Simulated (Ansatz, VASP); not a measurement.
**Be3Al3V: VASP beside Ansatz**

```
Be Al V
1.0
     4.42256    0.00000    0.00000
     0.00000    4.42256    0.00000
     0.00000    0.00000    4.42256
Be Al V
3 3 1
Direct
  0.00000 0.50000 0.50000
  0.50000 0.00000 0.50000
  0.50000 0.50000 0.00000
  0.50000 0.00000 0.00000
  0.00000 0.50000 0.00000
  0.00000 0.00000 0.50000
  0.00000 0.00000 0.00000
```

Change from the starting cell: species swapped into the Ca3AsBr3 type (Pm-3m, No. 221).

Alike in both runs: task single point; functional PBE; k mesh 4 × 4 × 4; occupations gaussian, width 0.1 eV; collinear spin.

|  | VASP | Ansatz |
| --- | --- | --- |
| version | VASP 6.6.1 | Ansatz 0.2.0 |
| potentials or method | VASP PAW PBE potentials, release 64 (Be, Al, V_sv), cutoff 520 eV | scalar-relativistic, plane waves, PAW |
| valence electrons in the cell | 28 | 28 |

|  | VASP | Ansatz | Ansatz less VASP |
| --- | --- | --- | --- |
| gap on the k mesh at the Fermi level (eV) | none | none | - |
| net moment per atom (μB) | 0.00 | 0.00 | 0.000 |

A gap of «none» marks a metal or a gap that the smearing closes. Ansatz's warnings: seeded moment not kept.
